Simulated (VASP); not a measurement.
# ZnO (Cmmm) in VASP: a series of runs, part 2 of 2

VASP 6.6.1. Earlier steps stand in the parts before.

## 4. Relaxation of cell and atoms, PBEsol

Contents of INCAR:

```
SYSTEM = ZnO
ALGO = Normal
EDIFF = 1E-6
EDIFFG = -0.01
ENCUT = 600
GGA = PS
IBRION = 2
ISIF = 3
ISMEAR = -1
LASPH = .TRUE.
LCHARG = .FALSE.
LREAL = .FALSE.
LWAVE = .FALSE.
NELM = 80
NSW = 60
PREC = Accurate
SIGMA = 0.05
```

Contents of KPOINTS:

```
k-points
0
G
  10 10 9
  0 0 0
```

Contents of POSCAR:

```
ZnO
1.0
    1.4332300000     -3.5270800000      0.0000000000
    1.4332300000      3.5270800000      0.0000000000
    0.0000000000      0.0000000000      2.8384900000
Zn O
1 1
Direct
    0.0000000000      0.0000000000      0.0000000000
    0.5000000000      0.5000000000      0.5000000000
```

Potentials or basis: VASP PAW PBE potentials, release 64 (Zn, O).

Launch:

```console
> cat potpaw_PBE.64/Zn/POTCAR potpaw_PBE.64/O/POTCAR > POTCAR
> mpirun -np 1 vasp_std > vasp.out
```

OUTCAR:

```text
SYSTEM = ZnO
   EDIFF = 1E-6
   EDIFFG = -0.01
   ENCUT = 600
   GGA = PS
   IBRION = 2
   ISIF = 3
   ISMEAR = -1
   LASPH = .TRUE.
   LREAL = .FALSE.
   NELM = 80
   NSW = 60
   PREC = Accurate

 ion  position               nearest neighbor table
   1  0.000  0.000  0.000-   2 2.02   2 2.02   2 2.02   2 2.02
   2  0.500  0.500  0.500-   1 2.02   1 2.02   1 2.02   1 2.02

  LATTYP: Found a base centered orthorhombic cell.
 ALAT       =     2.8664600000
 B/A-ratio  =     2.4609309043
 C/A-ratio  =     0.9902423198

  Lattice vectors:

 A1 = (   1.4332300000,  -3.5270800000,   0.0000000000)
 A2 = (   1.4332300000,   3.5270800000,   0.0000000000)
 A3 = (   0.0000000000,   0.0000000000,   2.8384900000)

Analysis of symmetry for initial positions (statically):
=====================================================================
 Subroutine PRICEL returns:
 Original cell was already a primitive cell.

 Routine SETGRP: Setting up the symmetry group for a
 base centered orthorhombic supercell.

 Subroutine GETGRP returns: Found  8 space group operations
 (whereof  8 operations were pure point group operations)
 out of a pool of  8 trial point group operations.

The static configuration has the point symmetry D_2h.

Analysis of symmetry for dynamics (positions and initial velocities):
=====================================================================
 Subroutine PRICEL returns:
 Original cell was already a primitive cell.

 Routine SETGRP: Setting up the symmetry group for a
 base centered orthorhombic supercell.

 Subroutine GETGRP returns: Found  8 space group operations
 (whereof  8 operations were pure point group operations)
 out of a pool of  8 trial point group operations.

The dynamic configuration has the point symmetry D_2h.

 Subroutine INISYM returns: Found  8 space group operations
 (whereof  8 operations are pure point group operations),
 and found     1 'primitive' translations

----------------------------------------------------------------------------------------

                                     Primitive cell

  volume of cell :      28.6978

  direct lattice vectors                    reciprocal lattice vectors
     1.433230000 -3.527080000  0.000000000     0.348862360 -0.141760323  0.000000000
     1.433230000  3.527080000  0.000000000     0.348862360  0.141760323  0.000000000
     0.000000000  0.000000000  2.838490000     0.000000000  0.000000000  0.352299990

  length of vectors
     3.807156624  3.807156624  2.838490000     0.376564650  0.376564650  0.352299990

  position of ions in fractional coordinates (direct lattice)
     0.000000000  0.000000000  0.000000000
     0.500000000  0.500000000  0.500000000

  ion indices of the primitive-cell ions
   primitive index   ion index
                 1           1
                 2           2

----------------------------------------------------------------------------------------

 KPOINTS: k-points

Automatic generation of k-mesh.
 Grid dimensions read from file:
[... 61 lines left out ...]
   LSORBIT =      F    spin-orbit coupling
   LASPH  =      T    aspherical Exc in radial PAW
   ENCUT  =  600.0 eV  44.10 Ry    6.64 a.u.   7.60  7.60  5.67*2*pi/ulx,y,z
   NELM   =     80;   NELMIN=  2; NELMDL= -5     # of ELM steps
   EDIFF  = 0.1E-05   stopping-criterion for ELM
   LREAL  =      F    real-space projection
   EDIFFG = -.1E-01   stopping-criterion for IOM
   NSW    =     60    number of steps for IOM
   IBRION =      2    ionic relax: 0-MD 1-quasi-New 2-CG
   NFREE  =      1    steps in history (QN), initial steepest desc. (CG)
   ISIF   =      3    stress and relaxation
   ISYM   =      2    0-nonsym 1-usesym 2-fastsym
   POTIM  = 0.5000    time-step for ionic-motion
   TEBEG  =    0.0;   TEEND  =   0.0 temperature during run
   PSTRESS=    0.0 pullay stress
   NELECT =      18.0000    total number of electrons
   NUPDOWN=      -1.0000    fix difference up-down
   EMIN   =  10.00;   EMAX   =-10.00  energy-range for DOS
   EFERMI =   0.00;   METHOD = LEGACY
   ISMEAR =    -1;   SIGMA  =   0.05  broadening in eV -4-tet -1-fermi 0-gaus
   EFERMI_NEDOS =   21; number of points for ismear=-14 and -15
   IALGO  =     38    algorithm
   IMIX   =      4    mixing-type and parameters
     AMIX     =   0.40;   BMIX     =  1.00
     AMIX_MAG =   1.60;   BMIX_MAG =  1.00
  volume/ion in A,a.u.               =      14.35        96.83
  Fermi-wavevector in a.u.,A,eV,Ry     =   1.401359  2.648185 26.719226  1.963808
  Thomas-Fermi vector in A             =   2.524228
   LORBIT       =      0    0 simple, 1 ext, 2 COOP (PROOUT), +10 PAW based schemes
   GGA     = PS    functional components
   LHFCALC =     F    Hartree Fock is set to
   AEXX    =    0.0000 exact exchange contribution
   IVDW    =     0    specifies the selected vdW correction
   LEPSILON=     F    determine dielectric tensor
   LRPA    =     F    only Hartree local field effects (RPA)
 conjugate gradient relaxation of ions
 non-spin polarized calculation
  energy-cutoff  :      600.00
  volume of cell :       28.70
 maximum number of plane-waves:       974
   NGX = 15   NGY = 15   NGZ = 11

--------------------------------------- Ionic step        1  -------------------------------------------

 number of electron      18.0000012 magnetization

 Free energy of the ion-electron system (eV)
  ---------------------------------------------------
  ext. energy  EPLUGINS =         0.00000000
  ---------------------------------------------------
  free energy    TOTEN  =        -8.90039727 eV

  energy without entropy =       -8.89934633  energy(sigma->0) =       -8.89987180

------------------------ aborting loop because EDIFF is reached ----------------------------------------

  FORCE on cell =-STRESS in cart. coord.  units (eV):
  Direction    XX          YY          ZZ          XY          YZ          ZX
  --------------------------------------------------------------------------------------
  -------------------------------------------------------------------------------------
  Total       -0.9343583     -0.2788808     -0.9319012      0.0000000      0.0000000      0.0000000
  in kB      -52.1645498    -15.5697160    -52.0273734      0.0000000      0.0000000      0.0000000
  external PRESSURE =     -39.9205464 kB  Pullay stress =       0.0000000 kB
[... 89 lines left out ...]
  FREE ENERGIE OF THE ION-ELECTRON SYSTEM (eV)
  ---------------------------------------------------
  free  energy   TOTEN  =        -8.9112961020 eV

  energy  without entropy=       -8.9102692411  energy(sigma->0) =       -8.91078267

[... ionic steps 4 to 13 ...]

--------------------------------------- Ionic step       14  -------------------------------------------

 number of electron      18.0000009 magnetization

------------------------ aborting loop because EDIFF is reached ----------------------------------------
[... 67 lines left out ...]
--------------------------------------- Ionic step       16  -------------------------------------------

 number of electron      18.0000009 magnetization

 Free energy of the ion-electron system (eV)
  ---------------------------------------------------
  ext. energy  EPLUGINS =         0.00000000
  ---------------------------------------------------
  free energy    TOTEN  =        -8.94097583 eV

  energy without entropy =       -8.94019934  energy(sigma->0) =       -8.94058759

 E-fermi :   2.0502     XC(G=0): -11.2221

 val. band max:        1.9390332881   @ k =   0.5000  -0.0000   0.0000
 cond. band min:       2.0997720484   @ k =  -0.1000   0.1000   0.0000
 fundamental gap:      0.1607387604
 Fermi energy:         2.0501791088

 k-point     1 :       0.0000    0.0000    0.0000
  band No.  band energies     occupation
      1     -16.9536      2.00000
      2      -4.3633      2.00000
      3      -4.1906      2.00000
      4      -3.8640      2.00000
      5      -3.6910      2.00000
      6      -3.5344      2.00000
      7      -0.7767      2.00000
      8      -0.6885      2.00000
      9      -0.2377      2.00000
     10       1.6216      1.99962
     11      13.8758      0.00000
     12      14.8556      0.00000
     13      16.1369      0.00000
[... 354 lines left out ...]
  band No.  band energies     occupation
      1     -16.0786      2.00000
      2      -5.4214      2.00000
      3      -4.5848      2.00000
      4      -4.5472      2.00000
      5      -3.7696      2.00000
      6      -3.7472      2.00000
      7      -2.3199      2.00000
      8      -1.4305      2.00000
      9       1.2071      2.00000
     10       6.7784      0.00000
     11       8.5687      0.00000
     12      10.9652      0.00000
     13      18.6912      0.00000

 [... further k-points ...]
[... 5 lines left out ...]
  --------------------------------------------------------------------------------------
  -------------------------------------------------------------------------------------
  Total       -0.0037858      0.0114163      0.0067505     -0.0000000      0.0000000      0.0000000
  in kB       -0.2542445      0.7666894      0.4533473     -0.0000000      0.0000000      0.0000000
  external PRESSURE =       0.3219307 kB  Pullay stress =       0.0000000 kB
[... 17 lines left out ...]
  FREE ENERGIE OF THE ION-ELECTRON SYSTEM (eV)
  ---------------------------------------------------
  free  energy   TOTEN  =        -8.9409758315 eV

  energy  without entropy=       -8.9401993443  energy(sigma->0) =       -8.94058759

 reached required accuracy - stopping structural energy minimisation
```

CONTCAR:

```text
ZnO
   1.00000000000000
     1.4355934395913905   -2.9751778554941359    0.0000000000000000
     1.4355934395913905    2.9751778554941359    0.0000000000000000
     0.0000000000000000    0.0000000000000000    2.7928062636191777
  Zn              O
     1     1
Direct
     0.0000000000000000    0.0000000000000000    0.0000000000000000
     0.5000000000000000    0.5000000000000000    0.5000000000000000

  0.00000000E+00  0.00000000E+00  0.00000000E+00
  0.00000000E+00  0.00000000E+00  0.00000000E+00
```

Run time: 14 min. Hardware: 1 thread of Intel Xeon 8259CL, shared host; peak memory 0.23 GiB.

Results:

```yaml
Free_energy: -8.9410 eV
Relaxed_volume: 11.93 Å³/atom
Relaxed_cell: a = 3.303 Å, b = 3.303 Å, c = 2.793 Å, α = 90.00°, β = 90.00°, γ = 128.48°
Space_group_after_relaxing_to_0.1_Å: Cmmm (No. 65)
Energy_gained_by_relaxing: 20.3 meV/atom
Ionic_steps: 16
Pressure_after_relaxing: 0.0 GPa
Band_gap_on_the_k_mesh: zero (bands 9 and 10 overlap by 0.32 eV)
```

Stress tensor (GPa, compression positive):
```
-0.03  0.00  0.00
 0.00  0.08  0.00
 0.00  0.00  0.05
```

The path:
| step | energy change (eV) | largest force (eV/Å) | pressure (GPa) | volume (Å³) |
| --- | --- | --- | --- | --- |
| 1 | 0.0000 | 0.0000 | -3.99 | 28.70 |
| 2 | 0.0024 | 0.0000 | 4.20 | 27.24 |
| 3 | -0.0109 | 0.0000 | -0.30 | 27.98 |
| 4 | -0.0109 | 0.0000 | -0.43 | 28.00 |
| 5 | -0.0124 | 0.0000 | -0.40 | 27.84 |
| 6 | -0.0169 | 0.0000 | -0.47 | 27.37 |
| 7 | -0.0254 | 0.0000 | -0.42 | 26.44 |
| 8 | -0.0358 | 0.0000 | 0.31 | 24.56 |
| 9 | -0.0375 | 0.0000 | 0.13 | 24.43 |
| 10 | -0.0394 | 0.0000 | -0.09 | 24.22 |
| 11 | -0.0402 | 0.0000 | -0.64 | 23.79 |
| 12 | -0.0403 | 0.0000 | -0.49 | 23.93 |
| 13 | -0.0406 | 0.0000 | 0.05 | 23.85 |
| 14 | -0.0406 | 0.0000 | 0.09 | 23.84 |
| 15 | -0.0406 | 0.0000 | 0.09 | 23.85 |
| 16 | -0.0406 | 0.0000 | 0.03 | 23.86 |

Final structure:
```
CELL_PARAMETERS angstrom
1.43559 -2.97518 0.00000
1.43559 2.97518 0.00000
0.00000 0.00000 2.79281
ATOMIC_POSITIONS crystal
Zn 0.00000 0.00000 0.00000
O 0.50000 0.50000 0.50000
```

Levels at points of the mesh, in eV from the Fermi level:
```tsv
k point	band 5	band 6	band 7	band 8	band 9	band 10	band 11	band 12	band 13
(0.00, 0.00, 0.00)	-5.74	-5.58	-2.83	-2.74	-2.29	-0.43	11.83	12.81	14.09
(0.50, 0.00, 0.00)	-5.76	-5.73	-4.59	-1.74	-0.11	3.46	6.78	9.65	15.35
(0.50, 0.50, 0.00)	-5.71	-5.60	-5.51	-3.08	-2.53	3.30	4.98	13.85	15.75
```

Caveat: the volume moved by over 15 % at a fixed basis, so the end points are rough; semilocal functionals underestimate gaps, and a narrow one can read as zero; the PAW data sets were made with another functional, which shifts forces and pressure a little.

## 5. The runs side by side

| level | potentials or basis | gap on the mesh (eV) | pressure (GPa) | relaxed volume (Å³/atom) |
| --- | --- | --- | --- | --- |
| LDA | VASP PAW LDA potentials, release 64 (Zn, O) | none | -0.1 | 11.20 |
| PBE | VASP PAW PBE potentials, release 64 (Zn, O) | none | -0.1 | 13.96 |
| PBEsol | VASP PAW PBE potentials, release 64 (Zn, O) | none | 0.0 | 11.93 |

Alike in all rows: task relaxation of cell and atoms; no spin polarisation; cell relaxed; k mesh 10 × 10 × 9; cutoff (eV) 600; smearing fermi-dirac 0.05 eV.

Caveats: semilocal functionals underestimate gaps, and a narrow one can read as zero; the volume moved by over 15 % at a fixed basis, so the end points are rough (at least some runs); the PAW data sets were made with another functional, which shifts forces and pressure a little (at least some runs).

Absolute energies hang on the potentials; compare differences alone.

The gap in the log of VASP goes by the Fermi energy; the results here count the filled bands.